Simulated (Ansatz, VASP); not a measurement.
## One calculation of Mo4H, two programs

File INCAR:

```
SYSTEM = Mo4H
ALGO = Normal ; DIPOL = 0.5 0.5 0.507
EDIFF = 1E-6 ; ENCUT = 520
GGA = PS ; IDIPOL = 3
ISIF = 2 ; ISMEAR = 0
LASPH = .True. ; LCHARG = .False.
LDIPOL = .True. ; LREAL = .False.
LWAVE = .False. ; NBANDS = 36
NELM = 100 ; PREC = Accurate
SIGMA = 0.1
```

File KPOINTS:

```
k-points
0
Gamma
  10 10 1
  0 0 0
```

POSCAR

```
Mo4H
1.0
    2.8007049267      0.0000000000      0.0000000000
    0.0000000000      2.8007049267      0.0000000000
    0.0000000000      0.0000000000     24.9411923373
Mo H
4 1
Direct
    0.5000000000      0.5000000000      0.3408016700
    0.0000000000      0.0000000000      0.4202043472
    0.5000000000      0.5000000000      0.4974210122
    0.0000000000      0.0000000000      0.5751683665
    0.3333333333      0.3333333333      0.7031544140
```

Input for Ansatz:

```yaml
crystal:
  lattice:
    - [2.8007049267, 0.0, 0.0]
    - [0.0, 2.8007049267, 0.0]
    - [0.0, 0.0, 24.9411923373]
  atoms:
    - { symbol: Mo, position: [0.5, 0.5, 0.34080167] }
    - { symbol: Mo, position: [0.0, 0.0, 0.4202043472] }
    - { symbol: Mo, position: [0.5, 0.5, 0.4974210122] }
    - { symbol: Mo, position: [0.0, 0.0, 0.5751683665] }
    - { symbol: H, position: [0.3333333333, 0.3333333333, 0.703154414] }
basis:
  ecutwfc: 420
kpoints:
  mp_grid: { grid: [10, 10, 1] }
hamiltonian:
  xc: pbesol
scf:
  occupations: { method: gaussian, width: 0.1 }
output:
  forces: true
  stress: true
  eigenvalues: true
efield:
  axis: 3
  dipole_correction: true
```

Alike in both runs: task single point; functional PBEsol; k mesh 10 × 10 × 1; occupations gaussian, width 0.1 eV; no spin polarisation.

|  | VASP | Ansatz |
| --- | --- | --- |
| version | VASP 6.6.1 | Ansatz 0.2.0 |
| potentials or method | VASP PAW PBE potentials, release 64 (Mo_sv, H), cutoff 520 eV | scalar-relativistic, plane waves, PAW |
| valence electrons in the cell | 57 | 57 |

Ansatz gave:

- gap on the k mesh at the Fermi level (eV): none
- rms of the force components (eV/Å): 0.255

Problem. Estimate VASP's values.

Solution. gap on the k mesh at the Fermi level (eV): none; rms of the force components (eV/Å): 0.258.

VASP's potentials were made for PBE, not for PBEsol. Atom by atom the forces differ by 0.009 eV/Å (rms over components). A gap of «none» marks a metal or a gap that the smearing closes.
